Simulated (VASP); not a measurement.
Wanted: the native input for a VASP 6.6.1 run.

```
Task                   : relaxation of cell and atoms
Functional             : PBE
Potentials or basis    : VASP PAW PBE potentials, release 64 (B, F)
Cutoff                 : 600 eV
k mesh                 : 8 × 8 × 2
Occupations            : gaussian, width 0.1 eV
Spin                   : no spin polarisation
Dipole correction      : no
Further INCAR settings : ALGO = Normal; EDIFF = 1e-06; IBRION = 2; EDIFFG = -0.04; NSW = 90; ISIF = 3
```

The structure of B4F lies in POSCAR:

```
B4F
1.0
    1.8462825100     -1.3051873300      0.0000000000
    1.8462825100      1.3051873300      0.0000000000
   -0.7364608900      0.0000000000      8.2807131800
B F
4 1
Direct
    0.6130560000      0.6130560000      0.8219469800
    0.1987099900      0.1987099900      0.6059489800
    0.8012900100      0.8012900100      0.3940510200
    0.3869440000      0.3869440000      0.1780530200
    0.0000000000      0.0000000000      0.0000000000
```

The input as run:

INCAR

```
PREC = Accurate
ENCUT = 600
EDIFF = 1E-6
ISMEAR = 0
SIGMA = 0.1
LREAL = False
LASPH = True
NELM = 80
ALGO = Normal
ISIF = 3
LWAVE = False
LCHARG = False
GGA = PE
IBRION = 2
NSW = 90
EDIFFG = -0.04
```

KPOINTS

```
Automatic mesh
0
Gamma
  8 8 2
```

Potentials or basis: VASP PAW PBE potentials, release 64 (B, F).

The run is started by

```console
$ cat potpaw_PBE.64/B/POTCAR potpaw_PBE.64/F/POTCAR > POTCAR
$ mpirun -np 1 vasp_std > vasp.out
```

Results of the run:

```yaml
Relaxed_volume: 7.87 Å³/atom
Relaxed_cell: a = 2.562 Å, b = 2.562 Å, c = 7.816 Å, α = 118.67°, β = 118.67°, γ = 72.63°
Space_group_after_relaxing_to_0.05_Å: C2/m (No. 12)
Energy_gained_by_relaxing: 1545.7 meV/atom
Ionic_steps: 32
Pressure_after_relaxing: 0.2 GPa
Largest_force_after_relaxing: 0.029 eV/Å
```

Caveat: the k points lie up to 0.50 Å⁻¹ apart in the final cell; an odd number of electrons without spin polarisation forces a metal; a magnetic or distorted state may lie lower.

It took 8.1 min on 1 thread of Intel(R) Xeon(R) Platinum 8375C CPU @ 2.90GHz (Ice Lake), with other jobs on the host, peak memory 0.17 GiB.
